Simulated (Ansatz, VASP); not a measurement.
One calculation of GeP5, two programs

```
Ge P
1.0
     5.96540    0.00000    0.00000
    -2.98270    5.16619    0.00000
     0.00000    0.00000    3.34968
Ge P
1 5
Cartesian
  0.0000 0.0000 0.0000
  2.9827 0.0000 0.0000
  -1.4914 2.5831 0.0000
  1.4914 2.5831 0.0000
  0.0000 3.4441 1.6748
  2.9827 1.7221 1.6748
```

Alike in both runs: functional PBE; k mesh 6 × 6 × 4; occupations gaussian, width 0.1 eV; no spin polarisation.

Ansatz relaxed the structure, and its values are those at the end. VASP's run is a single point on that final structure, the one shown.

|  | VASP | Ansatz |
| --- | --- | --- |
| version | VASP 6.6.1 | Ansatz 0.2.0 |
| potentials or method | VASP PAW PBE potentials, release 64 (Ge_d, P), cutoff 520 eV | scalar-relativistic, plane waves, PAW |
| valence electrons in the cell | 39 | 39 |

Ansatz gave:

| Quantity | Value |
| --- | --- |
| gap on the k mesh at the Fermi level (eV) | none |
| pressure (GPa) | 0.1 |

Problem. Which values does VASP return?

Solution. gap on the k mesh at the Fermi level (eV): none; pressure (GPa): -0.1.

A gap of «none» marks a metal or a gap that the smearing closes.

The k mesh is coarse, so the values compare programs but aren't converged.
